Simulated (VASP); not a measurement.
# Sn2Sb3 (R-3c) in VASP: further runs, part 2 of 2

VASP 6.6.1. Earlier steps stand in the parts before.

## Step 3: Single point, PBE

This run uses another cell than the first one, of 27.50 Å³/atom.

Input file INCAR:

```
SYSTEM = Sn2Sb3
PREC     = Accurate       ! precision mode
ENCUT    = 520            ! plane-wave cutoff, eV
EDIFF    = 1E-7           ! SCF threshold, eV
ISMEAR   = 0              ! smearing method
SIGMA    = 0.1            ! smearing width, eV
LREAL    = .False.        ! projectors in reciprocal space
LASPH    = .True.         ! aspherical terms in the spheres
NELM     = 60             ! most SCF steps
ALGO     = Normal         ! electronic algorithm
ISIF     = 2              ! what is computed and relaxed
LWAVE    = .False.        ! write WAVECAR
LCHARG   = .True.         ! write CHGCAR
GGA      = PE             ! functional
LELF     = .True.         ! ELF
LVHAR    = .True.       
NBANDS   = 54             ! bands
```

Input file KPOINTS:

```
regular mesh
0
Gamma
  3 3 3
  0 0 0
```

Input file POSCAR:

```
Sn2Sb3
1.0
    3.5198356434      2.0321780562      6.4066294469
   -3.5198356434      2.0321780562      6.4066294469
    0.0000000000     -4.0643561125      6.4066294469
Sn Sb
4 6
Direct
    0.8521800000      0.8521800000      0.8521800000
    0.6478200000      0.6478200000      0.6478200000
    0.1478200000      0.1478200000      0.1478200000
    0.3521800000      0.3521800000      0.3521800000
    0.0562500000      0.4437500000      0.7500000000
    0.7500000000      0.0562500000      0.4437500000
    0.4437500000      0.7500000000      0.0562500000
    0.9437500000      0.5562500000      0.2500000000
    0.2500000000      0.9437500000      0.5562500000
    0.5562500000      0.2500000000      0.9437500000
```

Potentials or basis: VASP PAW PBE potentials, release 64 (Sn_d, Sb).

The run is started by

```console
cat potpaw_PBE.64/Sn_d/POTCAR potpaw_PBE.64/Sb/POTCAR > POTCAR
mpirun -np 1 vasp_std > vasp.out
```

Run time: 4 min. Hardware: 1 thread of Intel Xeon 8259CL, shared host; peak memory 0.46 GiB.

Results (log left out):

| Item | Value |
| --- | --- |
| Free energy | -35.5202 eV |
| Pressure | 13.4 GPa |
| Largest force | 0.480 eV/Å |
| Band gap on the k mesh | zero (bands 43 and 44 overlap by 0.58 eV) |

Forces in eV/Å, atoms in the order of the input:
```
Sn   0.000  0.000 -0.343
Sn   0.000  0.000  0.343
Sn   0.000  0.000  0.343
Sn   0.000  0.000 -0.343
Sb  -0.480  0.000  0.000
Sb   0.240 -0.416  0.000
Sb   0.240  0.416  0.000
Sb   0.480  0.000  0.000
Sb  -0.240  0.416  0.000
Sb  -0.240 -0.416  0.000
```

Stress tensor (GPa, compression positive):
```
13.87  0.00  0.00
 0.00 13.87  0.00
 0.00  0.00 12.48
```

Levels at points of the mesh, in eV from the Fermi level:
| k point | band 39 | band 40 | band 41 | band 42 | band 43 | band 44 | band 45 | band 46 | band 47 | band 48 |
| --- | --- | --- | --- | --- | --- | --- | --- | --- | --- | --- |
| (0.00, 0.00, 0.00) | -1.58 | -0.58 | -0.58 | 0.12 | 0.12 | 0.36 | 0.36 | 1.57 | 1.80 | 2.83 |

Caveat: the k points lie up to 0.36 Å⁻¹ apart, too coarse for converged energies and pressures of a metal; spin-orbit coupling is left out, which moves the levels of the heavy elements.

## Step 4: Single point, PBE

This run uses another cell than the first one, of 34.98 Å³/atom.

Input file INCAR:

```
SYSTEM = Sn2Sb3
PREC = Accurate
ENCUT = 520
EDIFF = 1E-7
ISMEAR = 0
SIGMA = 0.1
LREAL = .False.
LASPH = .True.
NELM = 80
ALGO = Normal
ISIF = 2
LWAVE = .False.
LCHARG = .False.
GGA = PE
NBANDS = 54
```

Input file KPOINTS:

```
regular mesh
0
Gamma
  6 6 6
  0 0 0
```

Input file POSCAR:

```
Sn2Sb3
1.0
    3.6889876785      2.1298380292      7.4206797376
   -3.6889876785      2.1298380292      7.4206797376
    0.0000000000     -4.2596760585      7.4206797375
Sn Sb
4 6
Direct
    0.3624238263      0.3624238263      0.3624238263
    0.1375761737      0.1375761737      0.1375761737
    0.6375761737      0.6375761737      0.6375761737
    0.8624238263      0.8624238263      0.8624238263
    0.5001245268      0.9998754732      0.2500000000
    0.2500000000      0.5001245268      0.9998754732
    0.9998754732      0.2500000000      0.5001245268
    0.4998754732      0.0001245268      0.7500000000
    0.7500000000      0.4998754732      0.0001245268
    0.0001245268      0.7500000000      0.4998754732
```

The run is started by

```console
cat potpaw_PBE.64/Sn_d/POTCAR potpaw_PBE.64/Sb/POTCAR > POTCAR
mpirun -np 1 vasp_std > vasp.out
```

Wall time 34 min (1 thread of Intel Xeon 8259CL, shared host); peak memory 0.87 GiB.

The run converged. Its results:

```
Free energy            : -38.1342 eV
Pressure               : 0.0 GPa
Largest force          : 0.007 eV/Å
Band gap on the k mesh : zero (bands 43 and 44 overlap by 0.71 eV)
```

Forces on the atoms (eV/Å):
```
Sn   0.000  0.000  0.007
Sn   0.000  0.000 -0.007
Sn   0.000  0.000 -0.007
Sn   0.000  0.000  0.007
Sb   0.002  0.000  0.000
Sb  -0.001  0.002  0.000
Sb  -0.001 -0.002  0.000
Sb  -0.002  0.000  0.000
Sb   0.001 -0.002  0.000
Sb   0.001  0.002  0.000
```

Levels at points of the mesh, in eV from the Fermi level:
| k point | band 39 | band 40 | band 41 | band 42 | band 43 | band 44 | band 45 | band 46 | band 47 | band 48 |
| --- | --- | --- | --- | --- | --- | --- | --- | --- | --- | --- |
| (0.00, 0.00, 0.00) | -0.87 | -0.83 | -0.83 | -0.18 | 0.57 | 0.57 | 0.94 | 0.94 | 1.70 | 2.15 |
| (0.50, 0.00, 0.00) | -1.56 | -1.56 | -0.95 | -0.95 | 0.35 | 0.35 | 0.46 | 0.46 | 0.56 | 0.56 |
| (0.50, 0.50, 0.00) | -1.24 | -1.03 | -0.75 | -0.48 | -0.34 | 0.07 | 0.08 | 0.32 | 1.66 | 2.08 |
| (0.50, 0.50, 0.50) | -1.72 | -1.72 | -0.29 | -0.29 | 0.43 | 0.43 | 0.84 | 0.84 | 0.84 | 0.84 |

Caveat: spin-orbit coupling is left out, which moves the levels of the heavy elements.

## Step 5: Relaxation of cell and atoms, PBE

Input file INCAR:

```
PREC     = Accurate       # precision mode
ENCUT    = 500            # plane-wave cutoff, eV
EDIFF    = 1E-7           # SCF threshold, eV
ISMEAR   = 0              # smearing method
SIGMA    = 0.1            # smearing width, eV
LREAL    = False          # projectors in reciprocal space
LASPH    = True           # aspherical terms in the spheres
NELM     = 120            # most SCF steps
ALGO     = Normal         # electronic algorithm
ISIF     = 3              # what is computed and relaxed
LWAVE    = False          # write WAVECAR
LCHARG   = False          # write CHGCAR
GGA      = PE             # functional
IBRION   = 2              # ionic algorithm
NSW      = 100            # ionic steps
EDIFFG   = -0.01          # ionic threshold
GGA_COMPAT= False        
NELMIN   = 4
```

Input file KPOINTS:

```
regular mesh
0
Gamma
  6 6 6
```

Input file POSCAR:

```
Sn2Sb3
1.0
    3.7143561862      2.1444845439      7.2454963576
   -3.7143561862      2.1444845439      7.2454963576
    0.0000000000     -4.2889690879      7.2454963576
Sn Sb
4 6
Direct
    0.3639464877      0.3639464877      0.3639464877
    0.1360535123      0.1360535123      0.1360535123
    0.6360535123      0.6360535123      0.6360535123
    0.8639464877      0.8639464877      0.8639464877
    0.5004243789      0.9995756211      0.2500000000
    0.2500000000      0.5004243789      0.9995756211
    0.9995756211      0.2500000000      0.5004243789
    0.4995756211      0.0004243789      0.7500000000
    0.7500000000      0.4995756211      0.0004243789
    0.0004243789      0.7500000000      0.4995756211
```

The run is started by

```console
cat potpaw_PBE.64/Sn_d/POTCAR potpaw_PBE.64/Sb/POTCAR > POTCAR
mpirun -np 1 vasp_std > vasp.out
```

It took 1.6 h on 1 thread of Intel Xeon Platinum 8488C (Sapphire Rapids), shared host; peak memory 0.9 GiB.

The run converged. Its results:

| Quantity | Value |
| --- | --- |
| Free energy | -38.1329 eV |
| Relaxed volume | 34.99 Å³/atom |
| Relaxed cell | a = 8.520 Å, b = 8.520 Å, c = 8.520 Å, α = 51.51°, β = 51.51°, γ = 51.51° |
| Space group after relaxing (to 0.1 Å) | R-3c (No. 167) |
| Energy gained by relaxing | 0.6 meV/atom |
| Ionic steps | 12 |
| Pressure after relaxing | 0.0 GPa |
| Largest force after relaxing | 0.009 eV/Å |
| Band gap on the k mesh | zero (bands 43 and 44 overlap by 0.70 eV) |

Forces in eV/Å, atoms in the order of the input:
```
Sn   0.000  0.000 -0.003
Sn   0.000  0.000  0.003
Sn   0.000  0.000  0.003
Sn   0.000  0.000 -0.003
Sb   0.009  0.000  0.000
Sb  -0.005  0.008  0.000
Sb  -0.005 -0.008  0.000
Sb  -0.009  0.000  0.000
Sb   0.005 -0.008  0.000
Sb   0.005  0.008  0.000
```

The path:
| step | energy change (eV) | largest force (eV/Å) | pressure (GPa) | volume (Å³) |
| --- | --- | --- | --- | --- |
| 1 | 0.0000 | 0.0250 | 0.15 | 346.28 |
| 2 | -0.0021 | 0.0303 | -0.03 | 347.88 |
| 3 | -0.0023 | 0.0393 | -0.12 | 348.69 |
| 4 | -0.0039 | 0.0284 | -0.08 | 348.56 |
| 5 | -0.0051 | 0.0361 | 0.01 | 348.31 |
| 6 | -0.0051 | 0.0355 | 0.01 | 348.32 |
| 7 | -0.0054 | 0.0301 | 0.02 | 348.39 |
| 8 | -0.0060 | 0.0144 | 0.05 | 348.61 |
| 9 | -0.0059 | 0.0321 | 0.13 | 349.04 |
| 10 | -0.0061 | 0.0181 | 0.08 | 348.78 |
| 11 | -0.0063 | 0.0152 | 0.05 | 349.16 |
| 12 | -0.0065 | 0.0090 | -0.02 | 349.93 |

Final structure:
```
Sn Sb
1.0
     3.70222    2.13748    7.36999
    -3.70222    2.13748    7.36999
     0.00000   -4.27496    7.36999
Sn Sb
4 6
Direct
  0.36325 0.36325 0.36325
  0.13675 0.13675 0.13675
  0.63675 0.63675 0.63675
  0.86325 0.86325 0.86325
  0.49893 0.00107 0.25000
  0.25000 0.49893 0.00107
  0.00107 0.25000 0.49893
  0.50107 0.99893 0.75000
  0.75000 0.50107 0.99893
  0.99893 0.75000 0.50107
```

Levels at points of the mesh, in eV from the Fermi level:
| k point | band 40 | band 41 | band 42 | band 43 | band 44 | band 45 | band 46 | band 47 |
| --- | --- | --- | --- | --- | --- | --- | --- | --- |
| (0.00, 0.00, 0.00) | -0.80 | -0.80 | -0.19 | 0.55 | 0.55 | 0.93 | 0.93 | 1.76 |
| (0.50, 0.00, 0.00) | -1.57 | -0.93 | -0.93 | 0.37 | 0.37 | 0.43 | 0.43 | 0.58 |
| (0.50, 0.50, 0.00) | -1.04 | -0.77 | -0.49 | -0.33 | 0.04 | 0.08 | 0.32 | 1.67 |
| (0.50, 0.50, 0.50) | -1.71 | -0.29 | -0.29 | 0.43 | 0.43 | 0.81 | 0.81 | 0.81 |

Caveat: spin-orbit coupling is left out, which moves the levels of the heavy elements.

## Step 6: Summary

```csv
task,cell,k mesh,cutoff (eV),gap on the mesh (eV),pressure (GPa),largest force (eV/Å)
single point,"a = 8.420 Å, angles 52.4°, 10 atoms, atomic positions A",3 × 3 × 3,520,none,0.0,0.02
single point,"a = 7.587 Å, angles 55.3°, 10 atoms, atomic positions B",3 × 3 × 3,520,none,13.4,0.48
single point,"a = 8.556 Å, angles 51.1°, 10 atoms, atomic positions C",6 × 6 × 6,520,none,0.0,0.01
relaxation of cell and atoms,"relaxed from a = 8.420 Å, angles 52.4°, 10 atoms, atomic positions A",6 × 6 × 6,500,none,0.0,0.01
```

Alike in all rows: level PBE; potentials or basis VASP PAW PBE potentials, release 64 (Sn_d, Sb); no spin polarisation; smearing gaussian 0.1 eV.

Caveats: some runs use coarse meshes; spin-orbit coupling is left out, which moves the levels of the heavy elements.

Total energies depend on the potentials used, so only differences within one code and one set of settings carry meaning.
